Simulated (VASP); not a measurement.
Set up this calculation in VASP 6.6.1, as the native input.

| Quantity | Value |
| --- | --- |
| Task | relaxation of cell and atoms |
| Functional | PBEsol |
| Potentials or basis | VASP PAW PBE potentials, release 64 (V_sv) |
| Cutoff | 600 eV |
| k mesh | 15 × 15 × 12 |
| Occupations | gaussian, width 0.1 eV |
| Spin | no spin polarisation |
| Dipole correction | no |
| Further INCAR settings | ALGO = Normal; EDIFF = 1e-06; IBRION = 2; EDIFFG = -0.01; NSW = 100; ISIF = 3 |

The structure of V lies in POSCAR:

```
V
1.0
    4.1520673832      0.0000000000      0.0000000000
   -2.0760336916      3.5957958321      0.0000000000
    0.0000000000      0.0000000000      4.0580266658
V
4
Direct
    0.0000000000      0.0000000000      0.2500000000
    0.0000000000      0.0000000000      0.7500000000
    0.3333333333      0.6666666667      0.7500000000
    0.6666666667      0.3333333333      0.2500000000
```

This isn't the form of V at room conditions, which is bcc.

The input as run:

INCAR

```
PREC = Accurate
ENCUT = 600
EDIFF = 1E-6
ISMEAR = 0
SIGMA = 0.1
LREAL = False
LASPH = True
NELM = 100
ALGO = Normal
ISIF = 3
LWAVE = False
LCHARG = False
GGA = PS
IBRION = 2
NSW = 100
EDIFFG = -0.01
```

KPOINTS

```
Automatic mesh
0
Gamma
  15 15 12
```

Potentials or basis: VASP PAW PBE potentials, release 64 (V_sv).

Command:

```console
$ cat potpaw_PBE.64/V_sv/POTCAR > POTCAR
$ mpirun -np 1 vasp_std > vasp.out
```

It gave:

| Item | Value |
| --- | --- |
| Relaxed volume | 15.20 Å³/atom |
| Relaxed cell | a = 4.119 Å, b = 4.119 Å, c = 4.139 Å, α = 90.00°, β = 90.00°, γ = 120.00° |
| Space group after relaxing (to 0.1 Å) | P6_3/mmc (No. 194) |
| Energy gained by relaxing | 4.0 meV/atom |
| Ionic steps | 5 |
| Pressure after relaxing | 0.0 GPa |
| Band gap on the k mesh | zero (bands 26 and 27 overlap by 0.59 eV) |

Caveat: atoms lie so close that the PAW spheres overlap strongly, which falsifies energies and pressures; the PAW data sets were made with another functional, which shifts forces and pressure a little.

Run time: 9.6 min on 1 thread of Intel(R) Xeon(R) 6975P-C (Granite Rapids), on a shared host, peak memory 0.44 GiB.
